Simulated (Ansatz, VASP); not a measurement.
AgCl: VASP and Ansatz over several settings

```
Ag Cl
1.0
     0.00000    2.69804    2.69804
     2.69804    0.00000    2.69804
     2.69804    2.69804    0.00000
Ag Cl
1 1
Direct
  0.00000 0.00000 0.00000
  0.50000 0.50000 0.50000
```

Single points on this cell with VASP 6.6.1 and Ansatz 0.2.0. Each row is one pair of runs. Alike in all rows: spin: off; k mesh: 8 × 8 × 8; smearing: fermi-dirac, width 0.05 eV.

```csv
level,"VASP's potentials, cutoff","Ansatz's potentials, cutoff","gap on the k mesh at the Fermi level (eV), VASP","gap on the k mesh at the Fermi level (eV), Ansatz","least direct gap on the mesh (eV), VASP","least direct gap on the mesh (eV), Ansatz","pressure (GPa), VASP","pressure (GPa), Ansatz"
PBEsol,"VASP PAW PBE potentials, release 64 (Ag, Cl), 500 eV","Ansatz PAW, 420 eV",0.72,0.73,3.33,3.33,1.6,1.7
LDA,"VASP PAW LDA potentials, release 64 (Ag, Cl), 520 eV","Ansatz PAW, 420 eV",0.65,0.62,3.27,3.24,-1.5,-1.5
r2SCAN,"VASP PAW PBE potentials, release 64 (Ag, Cl), 520 eV","Ansatz PAW, 500 eV",1.44,?,4.02,?,5.0,?
```

Task: Fill in what Ansatz gave in row 3.

Result: gap on the k mesh at the Fermi level (eV): 1.49; least direct gap on the mesh (eV): 4.06; pressure (GPa): 5.1.

VASP's potentials hold 18 valence electrons a cell and Ansatz's 26, so a difference there can come from the potentials and not from the codes.
